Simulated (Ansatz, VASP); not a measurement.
# Two plane-wave programs on HfO2

```
Hf O
1.0
    -4.49886    4.49886    1.96301
     4.49886   -4.49886    1.96301
     4.49886    4.49886   -1.96301
Hf O
4 8
Direct
  0.29179 0.00008 0.29186
  0.00008 0.70821 0.70829
  0.99992 0.29179 0.29171
  0.70821 0.99992 0.70814
  0.49999 0.15016 0.65015
  0.16062 0.83943 0.00006
  0.15016 0.50001 0.65017
  0.16057 0.16062 0.32119
  0.83943 0.83938 0.67881
  0.84984 0.49999 0.34983
  0.83938 0.16057 0.99994
  0.50001 0.84984 0.34985
```

Alike in both runs: task single point; functional r2SCAN; k mesh 6 × 6 × 6; occupations gaussian, width 0.1 eV; no spin polarisation.

|  | VASP | Ansatz |
| --- | --- | --- |
| version | VASP 6.6.1 | Ansatz 0.2.0 |
| potentials or method | VASP PAW PBE potentials, release 64 (Hf_pv, O), cutoff 520 eV | scalar-relativistic, plane waves, PAW |
| valence electrons in the cell | 88 | 152 |

Ansatz gave:

```
gap on the k mesh at the Fermi level (eV)                     : 3.87
least direct gap on the mesh (eV)                             : 4.53
pressure (GPa)                                                : 21.3
traceless stress, the component that is largest in VASP (GPa) : -3.91
rms of the force components (eV/Å)                            : 0.448
```

Question: Which values does VASP return?

Answer: gap on the k mesh at the Fermi level (eV): 3.86; least direct gap on the mesh (eV): 4.55; pressure (GPa): 18.9; traceless stress, the component that is largest in VASP (GPa): -3.87; rms of the force components (eV/Å): 0.451.

VASP's potentials were made for PBE, not for r2SCAN. Atom by atom the forces differ by 0.016 eV/Å (rms over components). VASP's potentials hold 88 valence electrons a cell and Ansatz's 152, so a difference there can come from the potentials and not from the codes.

Neither program's run includes spin-orbit coupling.
